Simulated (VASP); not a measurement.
# AlRu (Cm) in VASP: single point with PBEsol

Aim: the single point of AlRu with PBEsol.

Everything below comes from runs of VASP 6.6.1. Logs are shortened: lines on timing, memory, paths and dates and some standing lists are left out, and cuts for length are marked.

## 1. The cell of the first run

The structure is monoclinic, space group Cm (No. 8). Conventional cell: a = 4.209 Å, b = 4.209 Å, c = 9.039 Å, α = 90.00°, β = 98.93°, γ = 90.00°. Al (site symmetry m) has 8 Ru at 2.58 Å and 6 Al at 2.98 to 3.29 Å within 3.4 Å. Within 3.4 Å of Al (site symmetry m) lie 8 Ru at 2.58 Å and 6 Al at 2.98 Å. Al (site symmetry m) has 1 Ru at 1.65 Å within 2.2 Å. Ru (site symmetry m) has 1 Al at 1.65 Å within 2.2 Å. Within 3.4 Å of Ru (site symmetry m) lie 8 Al at 2.58 Å and 6 Ru at 2.98 Å. Within 3.4 Å of Ru (site symmetry m) lie 8 Al at 2.58 Å and 6 Ru at 2.98 to 3.29 Å.

## 2. Single point, PBEsol (the part above a cut slid along it)

File INCAR:

```
ALGO = Fast
EDIFF = 1E-7
ENCUT = 520
GGA = PS
ISIF = 2
ISMEAR = 0
KPAR = 4
LASPH = True
LCHARG = False
LREAL = False
LWAVE = False
NBANDS = 34
NELM = 80
PREC = Accurate
SIGMA = 0.15
```

File KPOINTS:

```
k-points
0
Gamma
  20 20 7
```

File POSCAR:

```
AlRu
1.0
    0.0000000000     -2.9764078218      0.0000000000
    0.0000000000      0.0000000000     -2.9764078218
    8.9292234653     -0.9921359406     -0.9921359406
Al Ru
3 3
Direct
   -0.0833277778     -0.0833277778      0.2499833333
   -0.1944388889     -0.1944388889      0.5833166667
   -0.3055500000     -0.3055500000      0.9166500000
    0.4722277778      0.4722277778      0.0833166667
    0.3611166667      0.3611166667      0.4166500000
    0.2500055556      0.2500055556      0.7499833333
```

Potentials or basis: VASP PAW PBE potentials, release 64 (Al, Ru_pv).

On the command line:

```console
cat potpaw_PBE.64/Al/POTCAR potpaw_PBE.64/Ru_pv/POTCAR > POTCAR
mpirun -np 4 vasp_std > vasp.out
```

OUTCAR:

```text
EDIFF = 1E-7
   ENCUT = 520
   GGA = PS
   ISIF = 2
   ISMEAR = 0
   LASPH = True
   LREAL = False
   NELM = 80
   PREC = Accurate

 ion  position               nearest neighbor table
   1  0.917  0.917  0.250-   4 2.58   4 2.58   4 2.58   4 2.58   5 2.58   5 2.58   5 2.58   5 2.58
                             2 2.98   3 3.29
   2  0.806  0.806  0.583-   6 2.58   6 2.58   6 2.58   6 2.58   5 2.58   5 2.58   5 2.58   5 2.58
                             3 2.98   1 2.98
   3  0.694  0.694  0.917-   4 1.65   6 2.58   6 2.58   6 2.58   6 2.58   4 2.93   4 2.93   2 2.98
                             1 3.29
   4  0.472  0.472  0.083-   3 1.65   1 2.58   1 2.58   1 2.58   1 2.58   3 2.93   3 2.93   5 2.98
                             6 3.29
   5  0.361  0.361  0.417-   1 2.58   2 2.58   1 2.58   1 2.58   2 2.58   2 2.58   2 2.58   1 2.58
                             4 2.98   6 2.98
   6  0.250  0.250  0.750-   2 2.58   2 2.58   2 2.58   2 2.58   3 2.58   3 2.58   3 2.58   3 2.58
                             5 2.98   4 3.29

 -----------------------------------------------------------------------------
|                                                                             |
|           W    W    AA    RRRRR   N    N  II  N    N   GGGG   !!!           |
|           W    W   A  A   R    R  NN   N  II  NN   N  G    G  !!!           |
|           W    W  A    A  R    R  N N  N  II  N N  N  G       !!!           |
|           W WW W  AAAAAA  RRRRR   N  N N  II  N  N N  G  GGG   !            |
|           WW  WW  A    A  R   R   N   NN  II  N   NN  G    G                |
|           W    W  A    A  R    R  N    N  II  N    N   GGGG   !!!           |
|                                                                             |
|     The distance between some ions is very small. Please check the          |
|     nearest-neighbor list in the OUTCAR file.                               |
|     I HOPE YOU KNOW WHAT YOU ARE DOING!                                     |
|                                                                             |
 -----------------------------------------------------------------------------

  LATTYP: Found a base centered monoclinic cell.
 ALAT       =     4.2092763087
 B/A-ratio  =     1.0000000000
 C/A-ratio  =     2.1473497878
 COS(beta)  =    -0.1552301051

  Lattice vectors:

 A1 = (   0.0000000000,   2.9764078218,   0.0000000000)
 A2 = (   0.0000000000,   0.0000000000,   2.9764078218)
 A3 = (   8.9292234653,  -0.9921359406,  -0.9921359406)

Analysis of symmetry for initial positions (statically):
=====================================================================
 Subroutine PRICEL returns:
 Original cell was already a primitive cell.

 Routine SETGRP: Setting up the symmetry group for a
 base centered monoclinic supercell.

 Subroutine GETGRP returns: Found  2 space group operations
 (whereof  2 operations were pure point group operations)
 out of a pool of  4 trial point group operations.

The static configuration has the point symmetry C_1h.

Analysis of symmetry for dynamics (positions and initial velocities):
=====================================================================
 Subroutine PRICEL returns:
 Original cell was already a primitive cell.

 Routine SETGRP: Setting up the symmetry group for a
 base centered monoclinic supercell.

 Subroutine GETGRP returns: Found  2 space group operations
 (whereof  2 operations were pure point group operations)
 out of a pool of  4 trial point group operations.

The dynamic configuration has the point symmetry C_1h.

 Subroutine INISYM returns: Found  2 space group operations
 (whereof  2 operations are pure point group operations),
 and found     1 'primitive' translations

----------------------------------------------------------------------------------------

                                     Primitive cell

  volume of cell :      79.1040

  direct lattice vectors                    reciprocal lattice vectors
     0.000000000 -2.976407822  0.000000000    -0.037330607 -0.335975464  0.000000000
     0.000000000  0.000000000 -2.976407822    -0.037330607  0.000000000 -0.335975464
     8.929223465 -0.992135941 -0.992135941     0.111991821  0.000000000  0.000000000

  length of vectors
     2.976407822  2.976407822  9.038788588     0.338043025  0.338043025  0.111991821

  position of ions in fractional coordinates (direct lattice)
     0.916672222  0.916672222  0.249983333
     0.805561111  0.805561111  0.583316667
     0.694450000  0.694450000  0.916650000
     0.472227778  0.472227778  0.083316667
     0.361116667  0.361116667  0.416650000
     0.250005556  0.250005556  0.749983333

  ion indices of the primitive-cell ions
   primitive index   ion index
                 1           1
                 2           2
                 3           3
                 4           4
                 5           5
                 6           6

----------------------------------------------------------------------------------------

 KPOINTS: k-points

Automatic generation of k-mesh.
 Grid dimensions read from file:
 generate k-points for:   20   20    7

 Generating k-lattice:

  Cartesian coordinates                     Fractional coordinates (reciprocal lattice)
    -0.001866530 -0.016798773  0.000000000     0.050000000  0.000000000  0.000000000
    -0.001866530  0.000000000 -0.016798773     0.000000000  0.050000000  0.000000000
     0.015998832  0.000000000  0.000000000     0.000000000  0.000000000  0.142857143

  Length of vectors
     0.016902151  0.016902151  0.015998832

  Shift w.r.t. Gamma in fractional coordinates (k-lattice)
     0.000000000  0.000000000  0.000000000

 Subroutine IBZKPT returns following result:
 ===========================================

 Found    741 irreducible k-points:

 Following reciprocal coordinates:
            Coordinates               Weight
  0.000000  0.000000  0.000000      1.000000
  0.050000  0.000000  0.000000      4.000000
  0.100000  0.000000  0.000000      4.000000
  0.150000  0.000000  0.000000      4.000000
  0.200000  0.000000  0.000000      4.000000
  0.250000  0.000000  0.000000      4.000000
[... 16 lines left out ...]
 -0.400000  0.050000  0.000000      4.000000
 -0.350000  0.050000  0.000000      4.000000
 [... further k-points ...]
   k-points           NKPTS =    741   k-points in BZ     NKDIM =    741   number of bands    NBANDS=     34
   number of dos      NEDOS =    301   number of ions     NIONS =      6
   total plane-waves  NPLWV =  40320
   dimension x,y,z NGX =    24 NGY =   24 NGZ =   70
   dimension x,y,z NGXF=    48 NGYF=   48 NGZF=  140
   ions per type =               3   3
   NGX,Y,Z   is equivalent  to a cutoff of  13.41, 13.41, 12.87 a.u.
   NGXF,Y,Z  is equivalent  to a cutoff of  26.81, 26.81, 25.75 a.u.
 SYSTEM =  unknown system
   PREC   = accura    normal or accurate (medium, high low for compatibility)
   ISTART =      0    job   : 0-new  1-cont  2-samecut
   ICHARG =      2    charge: 1-file 2-atom 10-const
   ISPIN  =      1    spin polarized calculation?
   LNONCOLLINEAR =      F non collinear calculations
   LSORBIT =      F    spin-orbit coupling
   LASPH  =      T    aspherical Exc in radial PAW
   ENCUT  =  520.0 eV  38.22 Ry    6.18 a.u.   5.53  5.53 16.81*2*pi/ulx,y,z
   NELM   =     80;   NELMIN=  2; NELMDL= -5     # of ELM steps
   EDIFF  = 0.1E-06   stopping-criterion for ELM
   LREAL  =      F    real-space projection
   EDIFFG = 0.1E-05   stopping-criterion for IOM
   NSW    =      0    number of steps for IOM
   IBRION =     -1    ionic relax: 0-MD 1-quasi-New 2-CG
   NFREE  =      0    steps in history (QN), initial steepest desc. (CG)
   ISIF   =      2    stress and relaxation
   ISYM   =      2    0-nonsym 1-usesym 2-fastsym
   POTIM  = 0.5000    time-step for ionic-motion
   TEBEG  =    0.0;   TEEND  =   0.0 temperature during run
   PSTRESS=    0.0 pullay stress
   NELECT =      51.0000    total number of electrons
   NUPDOWN=      -1.0000    fix difference up-down
   EMIN   =  10.00;   EMAX   =-10.00  energy-range for DOS
   EFERMI =   0.00;   METHOD = LEGACY
   ISMEAR =     0;   SIGMA  =   0.15  broadening in eV -4-tet -1-fermi 0-gaus
   EFERMI_NEDOS =   21; number of points for ismear=-14 and -15
   IALGO  =     68    algorithm
   IMIX   =      4    mixing-type and parameters
     AMIX     =   0.40;   BMIX     =  1.00
     AMIX_MAG =   1.60;   BMIX_MAG =  1.00
  volume/ion in A,a.u.               =      13.18        88.97
  Fermi-wavevector in a.u.,A,eV,Ry     =   1.414269  2.672581 27.213787  2.000157
  Thomas-Fermi vector in A             =   2.535829
   LORBIT       =      0    0 simple, 1 ext, 2 COOP (PROOUT), +10 PAW based schemes
   GGA     = PS    functional components
   LHFCALC =     F    Hartree Fock is set to
   AEXX    =    0.0000 exact exchange contribution
   IVDW    =     0    specifies the selected vdW correction
   LEPSILON=     F    determine dielectric tensor
   LRPA    =     F    only Hartree local field effects (RPA)
 non-spin polarized calculation
 RMM-DIIS sequential band-by-band and
 Gauss-broadening in eV      SIGMA  =   0.15
  energy-cutoff  :      520.00
  volume of cell :       79.10
 maximum number of plane-waves:      2156
 NGX is ok and might be reduce to    24
   NGX = 11   NGY = 11   NGZ = 33

 number of electron      51.0000004 magnetization

 Free energy of the ion-electron system (eV)
  ---------------------------------------------------
  ext. energy  EPLUGINS =         0.00000000
  ---------------------------------------------------
  free energy    TOTEN  =       -38.53784949 eV

  energy without entropy =      -38.48439089  energy(sigma->0) =      -38.51112019

 E-fermi :  10.7769     XC(G=0): -12.6923

 val. band max:       10.7767761119   @ k =  -0.0500   0.2000   0.2857
 cond. band min:      10.7779381313   @ k =  -0.4000   0.3000   0.0000
 fundamental gap:      0.0011620194
 Fermi energy:        10.7768879768

 k-point     1 :       0.0000    0.0000    0.0000
  band No.  band energies     occupation
      1     -31.6040      2.00000
      2     -31.1465      2.00000
      3     -31.0248      2.00000
      4     -30.9620      2.00000
      5     -30.9448      2.00000
      6     -30.9168      2.00000
[... 26 lines left out ...]
     33      18.2994      0.00000
     34      18.4878      0.00000
[... 820 lines left out ...]
      4     -31.0894      2.00000
      5     -31.0093      2.00000
      6     -30.9431      2.00000
[... 26 lines left out ...]
     33      18.1400      0.00000
     34      19.0076      0.00000

 [... further k-points ...]
[... 5 lines left out ...]
  --------------------------------------------------------------------------------------
  -------------------------------------------------------------------------------------
  Total       34.7792822      3.6944165      3.6944165     13.3952698      4.5346545     13.3952697
  in kB      704.4215453     74.8269205     74.8269205    271.3085510     91.8451477    271.3085480
  external PRESSURE =     284.6917954 kB  Pullay stress =       0.0000000 kB

 VOLUME and BASIS-vectors are now :
 -----------------------------------------------------------------------------
  energy-cutoff  :      520.00
  volume of cell :       79.10
      direct lattice vectors                 reciprocal lattice vectors
     0.000000000 -2.976407822  0.000000000    -0.037330607 -0.335975464  0.000000000
     0.000000000  0.000000000 -2.976407822    -0.037330607  0.000000000 -0.335975464
     8.929223465 -0.992135941 -0.992135941     0.111991821  0.000000000  0.000000000

 POSITION                                       TOTAL-FORCE (eV/Angst)
 -----------------------------------------------------------------------------------
      2.23216     -2.97641     -2.97641         0.099301     -0.018642     -0.018642
      5.20856     -2.97641     -2.97641        -0.088077      0.014928      0.014928
      8.18497     -2.97641     -2.97641       -24.858536     -8.796600     -8.796600
      0.74395     -1.48820     -1.48820        24.418783      9.051961      9.051961
      3.72036     -1.48820     -1.48820         0.042376     -0.045849     -0.045849
      6.69677     -1.48820     -1.48820         0.386152     -0.205797     -0.205797
 -----------------------------------------------------------------------------------
    total drift:                                0.000286      0.000165      0.000165

  FREE ENERGIE OF THE ION-ELECTRON SYSTEM (eV)
  ---------------------------------------------------
  free  energy   TOTEN  =       -38.5378494865 eV

  energy  without entropy=      -38.4843908911  energy(sigma->0) =      -38.51112019
```

Run time: 5.6 min. Hardware: 4 MPI ranks of Intel Xeon Platinum 8488C (Sapphire Rapids), shared host; peak memory 1.4 GiB.

Results:

* Free energy: -38.5378 eV
* Pressure: 28.5 GPa
* Largest force: 27.798 eV/Å
* Band gap on the k mesh: zero (an odd number of electrons rules out a gap without spin polarisation)

Forces in eV/Å, atoms in the order of the input:
```
Al    0.099  -0.019  -0.019
Al   -0.088   0.015   0.015
Al  -24.859  -8.797  -8.797
Ru   24.419   9.052   9.052
Ru    0.042  -0.046  -0.046
Ru    0.386  -0.206  -0.206
```

Levels at points of the mesh, in eV from the Fermi level:
| k point | band 24 | band 25 | band 26 | band 27 | band 28 | band 29 |
| --- | --- | --- | --- | --- | --- | --- |
| (0.00, 0.00, 0.00) | -0.34 | 0.23 | 0.37 | 0.50 | 1.84 | 2.66 |
| (0.50, 0.00, 0.00) | -1.08 | -0.57 | 0.00 | 0.14 | 1.45 | 2.17 |
| (0.50, 0.50, 0.00) | 1.34 | 1.49 | 1.57 | 1.64 | 2.83 | 3.08 |

Caveat: the cell differs from its parent crystal (the part above a cut slid along it); atoms lie so close that the PAW spheres overlap strongly, which falsifies energies and pressures; the stress differs along the axes, from 7 to 70 GPa; the PAW data sets were made with another functional, which shifts forces and pressure a little.
